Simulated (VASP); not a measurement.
Here is a VASP 6.6.1 calculation.

File INCAR:

```
PREC     = Accurate       # precision mode
ENCUT    = 520            # plane-wave cutoff, eV
EDIFF    = 1E-6           # SCF threshold, eV
ISMEAR   = -1             # smearing method
SIGMA    = 0.08           # smearing width, eV
LREAL    = False          # projectors in reciprocal space
LASPH    = True           # aspherical terms in the spheres
NELM     = 60             # most SCF steps
ALGO     = Normal         # electronic algorithm
ISIF     = 2              # what is computed and relaxed
LWAVE    = False          # write WAVECAR
LCHARG   = False          # write CHGCAR
GGA      = PS             # functional
NBANDS   = 16             # bands
```

The input KPOINTS:

```
regular mesh
0
Gamma
  12 12 12
```

POSCAR

```
GaAs
1.0
    0.0000000000      2.8292003482      2.8292003482
    2.8292003482      0.0000000000      2.8292003482
    2.8292003482      2.8292003482      0.0000000000
Ga As
1 1
Direct
    0.0000000000      0.0000000000      0.0000000000
    0.7500000000      0.7500000000      0.7500000000
```

Potentials or basis: VASP PAW PBE potentials, release 64 (Ga_d, As).

Launch:

```console
$ cat potpaw_PBE.64/Ga_d/POTCAR potpaw_PBE.64/As/POTCAR > POTCAR
$ mpirun -np 1 vasp_std > vasp.out
```

Question: What does it give for the band gap on the k mesh?

Answer: 0.44 eV, direct.

Question: Predict the pressure.

Answer: 0.2 GPa.

Caveat: the PAW data sets were made with another functional, which shifts forces and pressure a little. PBEsol gaps usually lie below the measured ones, often by a third to a half.
